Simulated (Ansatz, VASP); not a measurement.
## BaTiO3 in VASP and in Ansatz

The input INCAR:

```
ALGO     = Normal         # electronic algorithm
EDIFF    = 1E-7           # SCF threshold, eV
EDIFFG   = -0.02          # ionic threshold
ENCUT    = 520            # plane-wave cutoff, eV
GGA      = PE             # functional
IBRION   = 2              # ionic algorithm
ISIF     = 2              # what is computed and relaxed
ISMEAR   = -1             # smearing method
LASPH    = True           # aspherical terms in the spheres
LCHARG   = False          # write CHGCAR
LREAL    = False          # projectors in reciprocal space
LWAVE    = False          # write WAVECAR
NELM     = 60             # most SCF steps
NSW      = 80             # ionic steps
PREC     = Accurate       # precision mode
SIGMA    = 0.02           # smearing width, eV
```

KPOINTS

```
k-points
0
Gamma
  8 8 8
```

The input POSCAR:

```
BaTiO3
1.0
    4.0262895137      0.0000000000      0.0000000000
    0.0000000000      4.0262895137      0.0000000000
    0.0000000000      0.0000000000      4.0446100470
Ba Ti O
1 1 3
Direct
    0.0000000000      0.0000000000     -0.0029689668
    0.5000000000      0.5000000000      0.4826505826
    0.5000000000      0.5000000000      0.0222697536
    0.5000000000      0.0000000000      0.5130243154
    0.0000000000      0.5000000000      0.5130243154
```

Input for Ansatz:

```yaml
crystal:
  lattice:
    - [4.0262895137, 0.0, 0.0]
    - [0.0, 4.0262895137, 0.0]
    - [0.0, 0.0, 4.044610047]
  atoms:
    - { symbol: Ba, position: [0.0, 0.0, -0.0029689668] }
    - { symbol: Ti, position: [0.5, 0.5, 0.4826505826] }
    - { symbol: O, position: [0.5, 0.5, 0.0222697536] }
    - { symbol: O, position: [0.5, 0.0, 0.5130243154] }
    - { symbol: O, position: [0.0, 0.5, 0.5130243154] }
kpoints:
  mp_grid: { grid: [8, 8, 8] }
scf:
  occupations: { method: fermi_dirac, width: 0.02 }
hamiltonian:
  xc: pbe
  pseudopotentials: { kind: paw }
output:
  forces: true
  stress: true
  populations: true
  efg:
    quadrupole_moments_barn: { Ba: 0.236, Ti: 0.247, O: -0.02558 }
    contact_densities: true
  write_density: true
  write_potential: true
  elf: true
  volumetric_format: npy
relax:
  f_tol: 0.02
  max_steps: 60
```

Change from the starting cell: volume scaled by 1.02, ions relaxed.

Alike in both runs: task relaxation of the atoms; functional PBE; k mesh 8 × 8 × 8; occupations fermi-dirac, width 0.02 eV; no spin polarisation.

|  | VASP | Ansatz |
| --- | --- | --- |
| version | VASP 6.6.1 | Ansatz 0.2.0 |
| potentials or method | VASP PAW PBE potentials, release 64 (Ba_sv, Ti_sv, O) | plane-wave PAW, scalar-relativistic |
| plane-wave cutoff (eV) | 520 | 420 |
| valence electrons in the cell | 40 | 40 |

Ansatz gave:

| Property | Result |
| --- | --- |
| gap on the k mesh at the Fermi level, each at its own relaxed structure (eV) | 1.83 |

Problem. Which values does VASP return?

Solution. gap on the k mesh at the Fermi level, each at its own relaxed structure (eV): 1.76.

Ansatz's warnings: stress scf threshold loose.

Neither program's run includes spin-orbit coupling.
